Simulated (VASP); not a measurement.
Here is a VASP 6.6.1 calculation.

INCAR

```
  PREC = Accurate
  ENCUT = 520
  EDIFF = 1E-6
  ISMEAR = 1
  SIGMA = 0.1
  LREAL = False
  LASPH = True
  NELM = 100
  ALGO = Normal
  ISIF = 2
  LWAVE = False
  LCHARG = False
  NBANDS = 14
```

File KPOINTS:

```
Automatic mesh
0
Gamma
  12 12 12
```

Contents of POSCAR:

```
Bi
1.0
   -2.0075054507      2.0075054507      2.0075054507
    2.0075054507     -2.0075054507      2.0075054507
    2.0075054507      2.0075054507     -2.0075054507
Bi
1
Direct
    0.0000000000      0.0000000000      0.0000000000
```

Potentials or basis: VASP PAW LDA potentials, release 64 (Bi_d).

Launch:

```console
$ cat potpaw_LDA.64/Bi_d/POTCAR > POTCAR
$ mpirun -np 1 vasp_std > vasp.out
```

Task: Estimate the pressure.

Result: -5.2 GPa.
